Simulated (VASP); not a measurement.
A run of VASP 6.6.1 is set up as follows.

INCAR

```
PREC = Accurate ; ENCUT = 520
EDIFF = 1E-6 ; ISMEAR = -1
SIGMA = 0.1 ; LREAL = F
LASPH = T ; NELM = 80
ALGO = Normal ; ISIF = 2
LWAVE = F ; LCHARG = F
GGA = CA ; NBANDS = 19
```

Contents of KPOINTS:

```
Automatic mesh
0
Gamma
  15 15 7
```

File POSCAR:

```
Zn
1.0
    2.5709734941      0.0000000000      0.0000000000
   -1.2854867470      2.2265283583      0.0000000000
    0.0000000000      0.0000000000      4.7361908757
Zn
2
Direct
    0.3333333333      0.6666666667      0.2500000000
    0.6666666667      0.3333333333      0.7500000000
```

Potentials or basis: VASP PAW LDA potentials, release 64 (Zn).

Launch:

```console
$ cat potpaw_LDA.64/Zn/POTCAR > POTCAR
$ mpirun -np 1 vasp_std > vasp.out
```

(1) Predict the band gap on the k mesh.

(2) Predict the pressure.

## Answers

(1) zero (band 12 reaches 5.55 eV, above the bottom of band 13 at 0.86 eV).

(2) 0.8 GPa.
